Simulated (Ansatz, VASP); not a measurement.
# Ti in VASP and in Ansatz

Contents of INCAR:

```
PREC = Accurate
ENCUT = 520
EDIFF = 1E-6
ISMEAR = -1
SIGMA = 0.05
LREAL = False
LASPH = True
NELM = 60
ALGO = Normal
ISIF = 2
LWAVE = False
LCHARG = True
GGA = PE
LELF = True
LVHAR = True
NBANDS = 12
```

File KPOINTS:

```
Automatic mesh
0
Gamma
  15 15 15
```

POSCAR

```
Ti
1.0
    0.0000000000      2.0909000000      2.0300000000
    2.0909000000      0.0000000000      2.0300000000
    2.0909000000      2.0909000000      0.0000000000
Ti
1
Direct
    0.0000000000      0.0000000000      0.0000000000
```

Input for Ansatz:

```yaml
crystal:
  lattice:
    - [0.0, 2.0909, 2.03]
    - [2.0909, 0.0, 2.03]
    - [2.0909, 2.0909, 0.0]
  atoms:
    - { symbol: Ti, position: [0.0, 0.0, 0.0] }
kpoints:
  mp_grid: { grid: [15, 15, 15] }
  band_path:
    path:
      - [0.0, 0.0, 0.0]
      - [0.0, 0.5, 0.5]
      - [0.25, 0.75, 0.5]
      - [0.0, 0.5, 0.0]
      - [0.0, 0.0, 0.0]
      - [0.5, 0.5, 0.0]
      - [0.3826125, 0.6173875, 0.0]
      - [-0.3826125, 0.3826125, 0.0]
      - [0.0, 0.0, 0.0]
    npoints: 5
scf:
  occupations: { method: fermi_dirac, width: 0.05 }
hamiltonian:
  xc: pbe
  pseudopotentials: { kind: all_electron, lapw: { basis_error: 0.00025 } }
output:
  forces: true
  stress: true
  eigenvalues: true
```

Change from the starting cell: equal xx and yy strain of +3 %.

Alike in both runs: task single point; functional PBE; k mesh 15 × 15 × 15; occupations fermi-dirac, width 0.05 eV; no spin polarisation.

|  | VASP | Ansatz |
| --- | --- | --- |
| version | VASP 6.6.1 | Ansatz 0.2.0 |
| potentials or method | VASP PAW PBE potentials, release 64 (Ti_sv), cutoff 520 eV | all-electron LAPW, scalar-relativistic |

|  | VASP | Ansatz | Ansatz less VASP |
| --- | --- | --- | --- |
| pressure (GPa) | -2.4 | -2.1 | +0.22 |
| traceless stress, the component that is largest in VASP (GPa) | 0.80 | 0.80 | -0.001 |

Ansatz ran all-electron here, and VASP with PAW potentials.
